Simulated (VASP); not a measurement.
# BN (P6_3/mmc) in VASP: further runs

BN is run at these levels: PBE, r2SCAN; tasks: single point.

All numbers are computed with VASP 6.6.1; they aren't measurements. Logs are shortened: lines on timing, memory, paths and dates and some standing lists are left out, and cuts for length are marked.

## Step 1: The cell of the first run

It takes space group P6_3/mmc (No. 194, hexagonal). The conventional cell has a = 2.501 Å, b = 2.501 Å, c = 6.523 Å, α = 90.00°, β = 90.00°, γ = 120.00°. Within 1.9 Å of B (site symmetry -6m2) lie 3 N at 1.44 Å. Within 1.9 Å of N (site symmetry -6m2) lie 3 B at 1.44 Å.

## Step 2: Single point, PBE

Input file INCAR:

```
  PREC = Accurate
  ENCUT = 520
  EDIFF = 1E-6
  ISMEAR = 0
  SIGMA = 0.01
  LREAL = F
  LASPH = T
  NELM = 100
  ALGO = Normal
  ISIF = 2
  LWAVE = F
  LCHARG = F
  GGA = PE
  NBANDS = 16
```

Input file KPOINTS:

```
Automatic mesh
0
Gamma
  9 9 4
```

Input file POSCAR:

```
BN
1.0
    2.5006065601      0.0000000000      0.0000000000
   -1.2503032800      2.1655888059      0.0000000000
    0.0000000000      0.0000000000      6.5228215826
B N
2 2
Direct
    0.3333333333      0.6666666667      0.2500000000
    0.6666666667      0.3333333333      0.7500000000
    0.3333333333      0.6666666667      0.7500000000
    0.6666666667      0.3333333333      0.2500000000
```

Potentials or basis: VASP PAW PBE potentials, release 64 (B, N).

The run is started by

```console
> cat potpaw_PBE.64/B/POTCAR potpaw_PBE.64/N/POTCAR > POTCAR
> mpirun -np 1 vasp_std > vasp.out
```

OUTCAR:

```text
PREC = Accurate
   ENCUT = 520
   EDIFF = 1E-6
   ISMEAR = 0
   LREAL = F
   LASPH = T
   NELM = 100
   ISIF = 2
   GGA = PE

 ion  position               nearest neighbor table
   1  0.333  0.667  0.250-   4 1.44   4 1.44   4 1.44
   2  0.667  0.333  0.750-   3 1.44   3 1.44   3 1.44
   3  0.333  0.667  0.750-   2 1.44   2 1.44   2 1.44
   4  0.667  0.333  0.250-   1 1.44   1 1.44   1 1.44

  LATTYP: Found a hexagonal cell.
 ALAT       =     2.5006065601
 C/A-ratio  =     2.6084957493

  Lattice vectors:

 A1 = (   2.5006065601,   0.0000000000,   0.0000000000)
 A2 = (  -1.2503032800,   2.1655888059,   0.0000000000)
 A3 = (   0.0000000000,   0.0000000000,   6.5228215826)

Analysis of symmetry for initial positions (statically):
=====================================================================
 Subroutine PRICEL returns:
 Original cell was already a primitive cell.

 Routine SETGRP: Setting up the symmetry group for a
 hexagonal supercell.

 Subroutine GETGRP returns: Found 24 space group operations
 (whereof 12 operations were pure point group operations)
 out of a pool of 24 trial point group operations.

The static configuration has the point symmetry D_3d.
 The point group associated with its full space group is D_6h.

Analysis of symmetry for dynamics (positions and initial velocities):
=====================================================================
 Subroutine PRICEL returns:
 Original cell was already a primitive cell.

 Routine SETGRP: Setting up the symmetry group for a
 hexagonal supercell.

 Subroutine GETGRP returns: Found 24 space group operations
 (whereof 12 operations were pure point group operations)
 out of a pool of 24 trial point group operations.

The dynamic configuration has the point symmetry D_3d.
 The point group associated with its full space group is D_6h.

 Subroutine INISYM returns: Found 24 space group operations
 (whereof 12 operations are pure point group operations),
 and found     1 'primitive' translations

----------------------------------------------------------------------------------------

                                     Primitive cell

  volume of cell :      35.3229

  direct lattice vectors                    reciprocal lattice vectors
     2.500606560  0.000000000  0.000000000     0.399902974  0.230884090  0.000000000
    -1.250303280  2.165588806  0.000000000     0.000000000  0.461768179  0.000000000
     0.000000000  0.000000000  6.522821583     0.000000000  0.000000000  0.153307888

  length of vectors
     2.500606560  2.500606560  6.522821583     0.461768179  0.461768179  0.153307888

  position of ions in fractional coordinates (direct lattice)
     0.333333333  0.666666667  0.250000000
     0.666666667  0.333333333  0.750000000
     0.333333333  0.666666667  0.750000000
     0.666666667  0.333333333  0.250000000

  ion indices of the primitive-cell ions
   primitive index   ion index
                 1           1
                 2           2
                 3           3
                 4           4

----------------------------------------------------------------------------------------

 KPOINTS: Automatic mesh

Automatic generation of k-mesh.
 Grid dimensions read from file:
 generate k-points for:    9    9    4

 Generating k-lattice:

  Cartesian coordinates                     Fractional coordinates (reciprocal lattice)
     0.044433664  0.025653788  0.000000000     0.111111111  0.000000000  0.000000000
     0.000000000  0.051307575  0.000000000     0.000000000  0.111111111  0.000000000
     0.000000000  0.000000000  0.038326972     0.000000000  0.000000000  0.250000000

  Length of vectors
     0.051307575  0.051307575  0.038326972

  Shift w.r.t. Gamma in fractional coordinates (k-lattice)
     0.000000000  0.000000000  0.000000000

 Subroutine IBZKPT returns following result:
 ===========================================

 Found     36 irreducible k-points:

 Following reciprocal coordinates:
            Coordinates               Weight
  0.000000  0.000000  0.000000      1.000000
  0.111111 -0.000000  0.000000      6.000000
  0.222222 -0.000000  0.000000      6.000000
  0.333333  0.000000  0.000000      6.000000
  0.444444 -0.000000  0.000000      6.000000
  0.111111  0.111111  0.000000      6.000000
[... 16 lines left out ...]
  0.333333  0.222222  0.250000     24.000000
  0.333333  0.333333  0.250000      4.000000
 [... further k-points ...]
   k-points           NKPTS =     36   k-points in BZ     NKDIM =     36   number of bands    NBANDS=     16
   number of dos      NEDOS =    301   number of ions     NIONS =      4
   total plane-waves  NPLWV =  20000
   dimension x,y,z NGX =    20 NGY =   20 NGZ =   50
   dimension x,y,z NGXF=    40 NGYF=   40 NGZF=  100
   ions per type =               2   2
   NGX,Y,Z   is equivalent  to a cutoff of  13.30, 13.30, 12.74 a.u.
   NGXF,Y,Z  is equivalent  to a cutoff of  26.59, 26.59, 25.49 a.u.
 SYSTEM =  unknown system
   PREC   = accura    normal or accurate (medium, high low for compatibility)
   ISTART =      0    job   : 0-new  1-cont  2-samecut
   ICHARG =      2    charge: 1-file 2-atom 10-const
   ISPIN  =      1    spin polarized calculation?
   LNONCOLLINEAR =      F non collinear calculations
   LSORBIT =      F    spin-orbit coupling
   LASPH  =      T    aspherical Exc in radial PAW
   ENCUT  =  520.0 eV  38.22 Ry    6.18 a.u.   4.65  4.65 12.13*2*pi/ulx,y,z
   NELM   =    100;   NELMIN=  2; NELMDL= -5     # of ELM steps
   EDIFF  = 0.1E-05   stopping-criterion for ELM
   LREAL  =      F    real-space projection
   EDIFFG = 0.1E-04   stopping-criterion for IOM
   NSW    =      0    number of steps for IOM
   IBRION =     -1    ionic relax: 0-MD 1-quasi-New 2-CG
   NFREE  =      0    steps in history (QN), initial steepest desc. (CG)
   ISIF   =      2    stress and relaxation
   ISYM   =      2    0-nonsym 1-usesym 2-fastsym
   POTIM  = 0.5000    time-step for ionic-motion
   TEBEG  =    0.0;   TEEND  =   0.0 temperature during run
   PSTRESS=    0.0 pullay stress
   NELECT =      16.0000    total number of electrons
   NUPDOWN=      -1.0000    fix difference up-down
   EMIN   =  10.00;   EMAX   =-10.00  energy-range for DOS
   EFERMI =   0.00;   METHOD = LEGACY
   ISMEAR =     0;   SIGMA  =   0.01  broadening in eV -4-tet -1-fermi 0-gaus
[... 43 lines left out ...]
      2     -15.0706      2.00000
      3      -3.8781      2.00000
      4      -1.5655      2.00000
      5       1.1092      2.00000
      6       1.1092      2.00000
[... 8 lines left out ...]
     15      14.8262      0.00000
     16      15.5265      0.00000

 k-point     2 :       0.1111   -0.0000    0.0000
  band No.  band energies     occupation
      1     -15.1648      2.00000
      2     -14.8375      2.00000
      3      -3.5455      2.00000
      4      -1.2694      2.00000
      5       0.1481      2.00000
      6       0.1891      2.00000
[... 8 lines left out ...]
     15      15.1856      0.00000
     16      15.6291      0.00000

 k-point     3 :       0.2222   -0.0000    0.0000
  band No.  band energies     occupation
      1     -14.4628      2.00000
      2     -14.1644      2.00000
      3      -2.5706      2.00000
      4      -2.0577      2.00000
      5      -1.9927      2.00000
      6      -0.4172      2.00000
[... 8 lines left out ...]
     15      17.6992      0.00000
     16      17.8272      0.00000

 k-point     4 :       0.3333    0.0000    0.0000
  band No.  band energies     occupation
      1     -13.4086      2.00000
      2     -13.1664      2.00000
      3      -4.4732      2.00000
      4      -4.3772      2.00000
      5      -1.1591      2.00000
      6      -1.0869      2.00000
[... 8 lines left out ...]
     15      18.2539      0.00000
     16      21.0584      0.00000

 k-point     5 :       0.4444   -0.0000    0.0000
  band No.  band energies     occupation
      1     -12.3781      2.00000
      2     -12.2469      2.00000
      3      -6.2178      2.00000
      4      -6.1306      2.00000
      5      -1.6525      2.00000
      6      -1.5765      2.00000
[... 8 lines left out ...]
     15      17.8152      0.00000
     16      21.7003      0.00000

 k-point     6 :       0.1111    0.1111    0.0000
  band No.  band energies     occupation
      1     -14.6919      2.00000
      2     -14.3835      2.00000
      3      -2.8909      2.00000
      4      -1.2472      2.00000
      5      -1.2212      2.00000
      6      -0.6941      2.00000
[... 8 lines left out ...]
     15      16.3772      0.00000
     16      17.7704      0.00000

 k-point     7 :       0.2222    0.1111    0.0000
  band No.  band energies     occupation
      1     -13.8044      2.00000
      2     -13.5371      2.00000
      3      -3.3480      2.00000
      4      -3.2859      2.00000
      5      -1.6364      2.00000
      6      -1.3438      2.00000
[... 8 lines left out ...]
     15      17.5241      0.00000
     16      18.3381      0.00000

 k-point     8 :       0.3333    0.1111    0.0000
  band No.  band energies     occupation
      1     -12.7054      2.00000
      2     -12.5171      2.00000
      3      -5.4013      2.00000
      4      -5.3087      2.00000
      5      -2.1210      2.00000
      6      -2.0397      2.00000
[... 8 lines left out ...]
     15      17.6232      0.00000
     16      20.9362      0.00000

 k-point     9 :       0.4444    0.1111    0.0000
  band No.  band energies     occupation
      1     -12.0621      2.00000
      2     -11.9842      2.00000
      3      -6.3456      2.00000
      4      -6.2657      2.00000
      5      -2.3902      2.00000
      6      -2.3055      2.00000
[... 8 lines left out ...]
     15      16.6513      0.00000
     16      21.3433      0.00000
[... 172 lines left out ...]
 k-point    19 :       0.2222    0.1111    0.2500
  band No.  band energies     occupation
      1     -13.7671      2.00000
      2     -13.5782      2.00000
      3      -3.3457      2.00000
      4      -3.2999      2.00000
      5      -1.4028      2.00000
      6      -1.3229      2.00000
[... 8 lines left out ...]
     15      17.8656      0.00000
     16      18.2885      0.00000

 k-point    20 :       0.3333    0.1111    0.2500
  band No.  band energies     occupation
      1     -12.6786      2.00000
      2     -12.5455      2.00000
      3      -5.3912      2.00000
      4      -5.3255      2.00000
      5      -2.1106      2.00000
      6      -2.0529      2.00000
[... 8 lines left out ...]
     15      18.2061      0.00000
     16      20.5619      0.00000

 k-point    21 :       0.4444    0.1111    0.2500
  band No.  band energies     occupation
      1     -12.0506      2.00000
      2     -11.9955      2.00000
      3      -6.3377      2.00000
      4      -6.2812      2.00000
      5      -2.3790      2.00000
      6      -2.3189      2.00000
[... 8 lines left out ...]
     15      17.5753      0.00000
     16      21.0359      0.00000

 k-point    22 :       0.2222    0.2222    0.2500
  band No.  band energies     occupation
      1     -12.8086      2.00000
      2     -12.6618      2.00000
      3      -4.6163      2.00000
      4      -4.6108      2.00000
      5      -2.8253      2.00000
      6      -2.7809      2.00000
[... 8 lines left out ...]
     15      16.9924      0.00000
     16      18.3823      0.00000

 k-point    23 :       0.3333    0.2222    0.2500
  band No.  band energies     occupation
      1     -11.9228      2.00000
      2     -11.8508      2.00000
      3      -5.7441      2.00000
      4      -5.6785      2.00000
      5      -3.6924      2.00000
      6      -3.6364      2.00000
[... 8 lines left out ...]
     15      18.0992      0.00000
     16      19.5223      0.00000

 k-point    24 :       0.3333    0.3333    0.2500
  band No.  band energies     occupation
      1     -11.5518      2.00000
      2     -11.5518      2.00000
      3      -5.5422      2.00000
      4      -5.4120      2.00000
      5      -4.7154      2.00000
      6      -4.7154      2.00000
[... 8 lines left out ...]
     15      19.8038      0.00000
     16      20.4284      0.00000

 [... further k-points ...]
[... 5 lines left out ...]
  --------------------------------------------------------------------------------------
  -------------------------------------------------------------------------------------
  Total        1.1808492      1.1808492      0.7693859      0.0000000      0.0000000      0.0000000
  in kB       53.5609357     53.5609357     34.8977892      0.0000000      0.0000000      0.0000000
  external PRESSURE =      47.3398869 kB  Pullay stress =       0.0000000 kB

 VOLUME and BASIS-vectors are now :
 -----------------------------------------------------------------------------
  energy-cutoff  :      520.00
  volume of cell :       35.32
      direct lattice vectors                 reciprocal lattice vectors
     2.500606560  0.000000000  0.000000000     0.399902974  0.230884090  0.000000000
    -1.250303280  2.165588806  0.000000000     0.000000000  0.461768179  0.000000000
     0.000000000  0.000000000  6.522821583     0.000000000  0.000000000  0.153307888

 POSITION                                       TOTAL-FORCE (eV/Angst)
 -----------------------------------------------------------------------------------
     -0.00000      1.44373      1.63071        -0.000000     -0.000000      0.000000
      1.25030      0.72186      4.89212         0.000000      0.000000      0.000000
     -0.00000      1.44373      4.89212         0.000000      0.000000      0.000000
      1.25030      0.72186      1.63071         0.000000     -0.000000      0.000000
 -----------------------------------------------------------------------------------
    total drift:                               -0.000000      0.000000     -0.000000

  FREE ENERGIE OF THE ION-ELECTRON SYSTEM (eV)
  ---------------------------------------------------
  free  energy   TOTEN  =       -35.1367668075 eV

  energy  without entropy=      -35.1367668075  energy(sigma->0) =      -35.13676681
```

Run time: 29 s. Hardware: 1 thread of Intel Xeon 8259CL, shared host; peak memory 0.15 GiB.

Results:

```
Free energy            : -35.1368 eV
Pressure               : 4.7 GPa
Band gap on the k mesh : 4.38 eV, indirect (least direct gap 4.65 eV)
```

Stress tensor (GPa, compression positive):
```
5.36 0.00 0.00
0.00 5.36 0.00
0.00 0.00 3.49
```

Caveat: this functional lacks dispersion, which binds the layers, so the pressure and a relaxed spacing across them are unreliable. A k mesh can miss the band edges.

## Step 3: Single point, PBE

Input file INCAR:

```
SYSTEM = BN
  PREC = Accurate
  ENCUT = 520
  EDIFF = 1E-6
  ISMEAR = 0
  SIGMA = 0.01
  LREAL = .False.
  LASPH = .True.
  NELM = 80
  ALGO = Normal
  ISIF = 2
  LWAVE = .False.
  LCHARG = .False.
  GGA = PE
  NBANDS = 16
```

Input file KPOINTS:

```
Automatic mesh
0
Gamma
  9 9 4
  0 0 0
```

POSCAR is that of step 2.

Potentials or basis: VASP PAW PBE potentials, release 64 (B, N).

The run is started by

```console
> cat potpaw_PBE.64/B/POTCAR potpaw_PBE.64/N/POTCAR > POTCAR
> mpirun -np 1 vasp_std > vasp.out
```

Run time: 30 s. Hardware: 1 thread of Intel Xeon 8259CL, shared host; peak memory 0.15 GiB.

The run converged. Its results:

```
Free energy            : -35.1368 eV
Pressure               : 4.7 GPa
Band gap on the k mesh : 4.38 eV, indirect (least direct gap 4.65 eV)
```

Stress tensor (GPa, compression positive):
```
5.36 0.00 0.00
0.00 5.36 0.00
0.00 0.00 3.49
```

Levels at points of the mesh, in eV from the valence-band top:
| k point | band 4 | band 5 | band 6 | band 7 | band 8 | band 9 | band 10 | band 11 | band 12 | band 13 |
| --- | --- | --- | --- | --- | --- | --- | --- | --- | --- | --- |
| (0.00, 0.00, 0.00) | -4.00 | -1.33 | -1.33 | -1.28 | -1.28 | 5.38 | 10.54 | 11.58 | 11.58 | 11.72 |
| (0.00, 0.00, 0.50) | -5.29 | -1.30 | -1.30 | -1.30 | -1.30 | 7.85 | 7.85 | 11.65 | 11.65 | 11.65 |

Caveat: this functional lacks dispersion, which binds the layers, so the pressure and a relaxed spacing across them are unreliable.

## Step 4: Single point, PBE

Input file INCAR:

```
PREC = Accurate
ENCUT = 520
EDIFF = 1E-6
ISMEAR = 0
SIGMA = 0.01
LREAL = False
LASPH = True
NELM = 80
ALGO = Normal
ISIF = 2
LWAVE = False
LCHARG = False
GGA = PE
NBANDS = 16
```

Input file KPOINTS:

```
regular mesh
0
Gamma
  12 12 4
```

POSCAR is that of step 3.

The run is started by

```console
> cat potpaw_PBE.64/B/POTCAR potpaw_PBE.64/N/POTCAR > POTCAR
> mpirun -np 1 vasp_std > vasp.out
```

Wall time 55 s (1 thread of Intel Xeon 8259CL, shared host); peak memory 0.16 GiB.

Results (log left out):

```yaml
Free_energy: -35.1368 eV
Pressure: 4.7 GPa
Band_gap_on_the_k_mesh: 4.24 eV, indirect (least direct gap 4.65 eV)
```

Stress tensor (GPa, compression positive):
```
5.36 0.00 0.00
0.00 5.36 0.00
0.00 0.00 3.49
```

Levels at points of the mesh, in eV from the valence-band top:
```csv
k point,band 4,band 5,band 6,band 7,band 8,band 9,band 10,band 11,band 12,band 13
"(0.00, 0.00, 0.00)",-4.01,-1.34,-1.34,-1.30,-1.30,5.36,10.53,11.56,11.56,11.70
"(0.50, 0.00, 0.00)",-8.86,-4.17,-4.09,-1.51,-0.40,4.24,5.72,9.58,9.97,12.81
"(0.00, 0.00, 0.50)",-5.31,-1.32,-1.32,-1.32,-1.32,7.83,7.83,11.63,11.63,11.63
"(0.50, 0.00, 0.50)",-8.91,-4.13,-4.13,-0.94,-0.94,4.73,4.73,9.96,9.96,13.70
```

Caveat: this functional lacks dispersion, which binds the layers, so the pressure and a relaxed spacing across them are unreliable. Expect the measured gap to be larger: semilocal functionals such as PBE lack the derivative discontinuity.

## Step 5: Single point, r2SCAN

POSCAR is that of step 4.

Input file INCAR.step1:

```
PREC = Accurate ; ENCUT = 520
ISMEAR = 0 ; SIGMA = 0.01
LREAL = False ; LASPH = True
NELM = 100 ; NBANDS = 16
GGA = PE ; ALGO = Normal
EDIFF = 1E-4 ; LWAVE = True
LCHARG = False
```

Input file INCAR.step2:

```
PREC = Accurate ; ENCUT = 520
EDIFF = 1E-6 ; ISMEAR = 0
SIGMA = 0.01 ; LREAL = False
LASPH = True ; NELM = 100
ALGO = Normal ; ISIF = 2
LWAVE = False ; LCHARG = False
METAGGA = R2SCAN ; LMIXTAU = True
NBANDS = 16 ; ISTART = 1
```

Input file KPOINTS:

```
regular mesh
0
Gamma
  9 9 4
```

The run is started by

```console
> cat potpaw_PBE.64/B/POTCAR potpaw_PBE.64/N/POTCAR > POTCAR
> cp INCAR.step1 INCAR
> mpirun -np 1 vasp_std > vasp.out
> cp INCAR.step2 INCAR
> mpirun -np 1 vasp_std > vasp.out
```

Wall time 2.2 min (1 thread of Intel Xeon 8259CL, shared host); peak memory 0.16 GiB.

It converged, with:

* Free energy: -38.5874 eV
* Pressure: 1.0 GPa
* Band gap on the k mesh: 5.01 eV, indirect (least direct gap 5.28 eV)

Stress tensor (GPa, compression positive):
```
0.91 0.00 0.00
0.00 0.91 0.00
0.00 0.00 1.30
```

Levels at points of the mesh, in eV from the valence-band top:
```csv
k point,band 4,band 5,band 6,band 7,band 8,band 9,band 10,band 11,band 12,band 13
"(0.00, 0.00, 0.00)",-4.09,-1.35,-1.35,-1.30,-1.30,5.78,11.35,12.32,12.32,12.48
"(0.00, 0.00, 0.50)",-5.42,-1.32,-1.32,-1.32,-1.32,8.38,8.38,12.40,12.40,12.40
```

Caveat: the PAW data sets were made with another functional, which shifts forces and pressure a little. A k mesh can miss the band edges.

## Step 6: Summary

| level | k mesh | gap on the mesh (eV) | pressure (GPa) |
| --- | --- | --- | --- |
| PBE | 9 × 9 × 4 | 4.38 | 4.7 |
| PBE | 12 × 12 × 4 | 4.24 | 4.7 |
| r2SCAN | 9 × 9 × 4 | 5.01 | 1.0 |

Alike in all rows: task single point; potentials or basis VASP PAW PBE potentials, release 64 (B, N); no spin polarisation; cell as given; cutoff (eV) 520; smearing gaussian 0.01 eV.

On the cell as given the gap runs from 4.24 eV (PBE) to 5.01 eV (r2SCAN); the meshes differ, which moves gaps too. The pressure there spans 1.0 GPa (r2SCAN) to 4.7 GPa (PBE); a positive pressure means that this level wants a larger cell, a negative one a smaller.

Caveats: this functional lacks dispersion, which binds the layers, so the pressure and a relaxed spacing across them are unreliable (some runs); the PAW data sets were made with another functional, which shifts forces and pressure a little (some runs).

Total energies depend on the potentials used, so only differences within one code and one set of settings carry meaning.
